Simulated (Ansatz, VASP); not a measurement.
One calculation of ZnS, two programs

```
Zn S
1.0
     5.35652    0.00000    0.00000
     0.00000   -5.35652    0.00000
     0.00000    0.00000   -5.35652
Zn S
4 4
Direct
  0.02970 0.02970 0.00000
  0.50000 0.50000 0.00000
  0.50000 0.00000 0.50000
  0.00000 0.50000 0.50000
  0.75000 0.75000 0.75000
  0.25000 0.25000 0.75000
  0.25000 0.75000 0.25000
  0.75000 0.25000 0.25000
```

Alike in both runs: task single point; functional PBEsol; k mesh 6 × 6 × 6; occupations gaussian, width 0.05 eV; no spin polarisation.

```csv
,VASP,Ansatz
version,VASP 6.6.1,Ansatz 0.2.0
potentials or method,"VASP PAW PBE potentials, release 64 (Zn, S), cutoff 520 eV","scalar-relativistic, plane waves, PAW"
valence electrons in the cell,72,72
```

|  | VASP | Ansatz | Ansatz less VASP |
| --- | --- | --- | --- |
| gap on the k mesh at the Fermi level (eV) | 2.02 | 2.02 | -0.007 |
| least direct gap on the mesh (eV) | 2.02 | 2.02 | -0.007 |
| pressure (GPa) | 0.7 | 0.5 | -0.20 |
| traceless stress, the component that is largest in VASP (GPa) | 1.13 | 1.12 | -0.011 |
| rms of the force components (eV/Å) | 0.486 | 0.482 | -0.0031 |

VASP's potentials were made for PBE, not for PBEsol. Atom by atom the forces differ by 0.003 eV/Å (rms over components). The functional is the same, so the differences come from potentials, cutoffs and numerics.
